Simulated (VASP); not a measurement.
Crystal: SiC.

```
Si C
1.0
     0.00000    2.17805    2.17805
     2.17805    0.00000    2.17805
     2.17805    2.17805    0.00000
Si C
1 1
Direct
  0.00000 0.00000 0.00000
  0.25000 0.25000 0.25000
```

Base run:

| Item | Value |
| --- | --- |
| Program | VASP 6.6.1 |
| Functional | HSE06 |
| Potentials or basis | VASP PAW PBE potentials, release 64 (Si, C) |
| Cutoff | 520 eV |
| k mesh | 8 × 8 × 8 |
| Occupations | gaussian, width 0.01 eV |
| Spin | no spin polarisation |

Its results: band gap on the k mesh 2.23 eV, indirect (least direct gap 5.73 eV); pressure -1.5 GPa.

Problem. The run is repeated on the same cell with these changes: functional from HSE06 to PBE; k mesh from 8 × 8 × 8 to 6 × 6 × 6. What comes out?

Solution. Band gap on the k mesh 1.35 eV, indirect (least direct gap 4.54 eV); pressure 3.5 GPa.

Several settings changed at once, so the effect can't be laid on one alone.

Caveats: the PAW data sets were made with another functional, which shifts forces and pressure a little (some runs).

A k mesh can miss the band edges.
